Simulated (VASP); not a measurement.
**CaHfO: single point with PBE**

Crystal: CaHfO.

```
Ca Hf O
1.0
     4.05987    0.00000    0.00000
     0.00000    4.05987    0.00000
     0.00000    0.00000    5.77015
Ca Hf O
2 2 2
Direct
  0.50000 0.00000 0.71148
  0.00000 0.50000 0.28852
  0.50000 0.50000 0.00000
  0.00000 0.00000 0.00000
  0.00000 0.00000 0.50000
  0.50000 0.50000 0.50000
```

The cell was built from a structure type or drawn by symmetry, and may not be a known phase.

```
Program                : VASP 6.6.1
Task                   : single point
Functional             : PBE
Potentials or basis    : VASP PAW PBE potentials, release 64 (Ca_sv, Hf_pv, O)
Cutoff                 : 520 eV
k mesh                 : 4 × 4 × 4
Occupations            : gaussian, width 0.1 eV
Spin                   : no spin polarisation
Dipole correction      : no
Further INCAR settings : ALGO = Normal; EDIFF = 1e-06; NBANDS = 35
```

```json
{
 "Pressure": "17.8 GPa",
 "Largest force": "8.847 eV/Å",
 "Band gap on the k mesh": "zero (bands 26 and 27 overlap by 0.91 eV)"
}
```

Forces in eV/Å, atoms in the order of the input:
```
Ca   0.000  0.000 -8.847
Ca   0.000  0.000  8.847
Hf   0.000  0.000  0.000
Hf   0.000  0.000  0.000
O    0.000  0.000  0.000
O    0.000  0.000  0.000
```

Stress tensor (GPa, compression positive):
```
25.02  0.00  0.00
 0.00 25.02  0.00
 0.00  0.00  3.27
```

Levels at points of the mesh, in eV from the Fermi level:
| k point | band 23 | band 24 | band 25 | band 26 | band 27 | band 28 | band 29 | band 30 |
| --- | --- | --- | --- | --- | --- | --- | --- | --- |
| (0.00, 0.00, 0.00) | -2.46 | -1.45 | -1.45 | -0.49 | -0.02 | -0.02 | 0.98 | 3.08 |
| (0.50, 0.00, 0.00) | -1.69 | -1.69 | 0.20 | 0.20 | 0.36 | 0.36 | 0.87 | 0.87 |
| (0.50, 0.50, 0.00) | -1.51 | -1.51 | -1.06 | -1.06 | 1.53 | 1.53 | 1.68 | 1.68 |
| (0.00, 0.00, 0.50) | -2.44 | -1.06 | -1.06 | -0.52 | -0.52 | 2.28 | 2.29 | 2.87 |
| (0.50, 0.00, 0.50) | -1.86 | -1.86 | 0.39 | 0.39 | 0.57 | 0.57 | 0.75 | 0.75 |
| (0.50, 0.50, 0.50) | -1.13 | -1.13 | -0.74 | -0.74 | 1.62 | 1.62 | 1.95 | 1.95 |

Run time: 31 s on 1 thread of Intel(R) Xeon(R) 6975P-C (Granite Rapids), with other jobs on the host, peak memory 0.22 GiB.

Caveat: the k points lie up to 0.39 Å⁻¹ apart, too coarse for converged energies and pressures of a metal; spin-orbit coupling is left out, which moves the levels of the heavy elements; forces of over 1 eV/Å act on the atoms, so gaps and moduli don't describe the material at rest.
